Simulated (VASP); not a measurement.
Cu: single point with PBEsol

Cu:

```
Cu
1.0
     0.00000    1.72411    1.72411
     1.72411    0.00000    1.72411
     1.72411    1.72411    0.00000
Cu
1
Direct
  0.00000 0.00000 0.00000
```

| Property | Result |
| --- | --- |
| Program | VASP 6.6.1 |
| Task | single point |
| Functional | PBEsol |
| Potentials or basis | VASP PAW PBE potentials, release 64 (Cu) |
| Cutoff | 520 eV |
| k mesh | 10 × 10 × 10 |
| Occupations | gaussian, width 0.1 eV |
| Spin | no spin polarisation |

| Item | Value |
| --- | --- |
| Pressure | 21.8 GPa |

Levels at points of the mesh, in eV from the Fermi level:
```csv
k point,band 3,band 4,band 5,band 6,band 7,band 8,band 9,band 10
"(0.00, 0.00, 0.00)",-3.40,-3.40,-2.36,-2.36,23.82,27.57,27.57,27.57
"(0.50, 0.00, 0.00)",-3.44,-1.66,-1.66,-1.36,4.62,22.25,24.42,24.42
"(0.50, 0.50, 0.00)",-1.67,-1.48,-1.48,1.47,8.26,14.29,14.29,19.19
```

Run time: 5 s on 1 thread of Intel(R) Xeon(R) Platinum 8488C (Sapphire Rapids), on a shared host, peak memory 0.11 GiB.

Caveat: the PAW data sets were made with another functional, which shifts forces and pressure a little.
